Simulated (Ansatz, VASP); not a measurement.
LiH in VASP and in Ansatz

```
Li H
1.0
     0.00000    1.95421    1.95421
     1.95421    0.00000    1.95421
     1.95421    1.95421    0.00000
Li H
1 1
Direct
  0.00000 0.00000 0.00000
  0.50000 0.50000 0.50000
```

Alike in both runs: functional LDA; k mesh 10 × 10 × 10; occupations gaussian, width 0.02 eV; no spin polarisation.

Ansatz relaxed the structure, and its values are those at the end. VASP's run is a single point on that final structure, the one shown.

```csv
,VASP,Ansatz
version,VASP 6.6.1,Ansatz 0.2.0
potentials or method,"VASP PAW LDA potentials, release 64 (Li_sv, H), cutoff 750 eV","scalar-relativistic, plane waves, PAW"
valence electrons in the cell,4,4
```

|  | VASP | Ansatz | Ansatz less VASP |
| --- | --- | --- | --- |
| gap on the k mesh at the Fermi level (eV) | 2.53 | 2.54 | +0.005 |
| least direct gap on the mesh (eV) | 2.53 | 2.54 | +0.005 |
| pressure (GPa) | -0.2 | 0.0 | +0.15 |

Ansatz warns that its potentials were made for another functional, while VASP's fit it. LDA's correlation is that of Perdew and Zunger in VASP and of Perdew and Wang (1992) in Ansatz.
